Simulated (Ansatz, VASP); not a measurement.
**ZrS: VASP beside Ansatz**

```
Zr S
1.0
     0.00000    2.62500    2.62500
     2.62500    0.00000    2.62500
     2.62500    2.62500    0.00000
Zr S
1 1
Cartesian
  0.0000 0.0000 0.0000
  2.6250 2.6250 2.6250
```

Alike in both runs: task single point; functional r2SCAN; k mesh 14 × 14 × 14; occupations fermi-dirac, width 0.2 eV; no spin polarisation.

```csv
,VASP,Ansatz
version,VASP 6.6.1,Ansatz 0.2.0
potentials or method,"VASP PAW PBE potentials, release 64 (Zr_sv, S), cutoff 520 eV","scalar-relativistic, plane waves, PAW"
valence electrons in the cell,18,18
```

```tsv
	VASP	Ansatz	Ansatz less VASP
gap on the k mesh at the Fermi level (eV)	none	none	-
pressure (GPa)	-1.5	-1.5	0.00
```

VASP's potentials were made for PBE, not for r2SCAN. A gap of «none» marks a metal or a gap that the smearing closes.
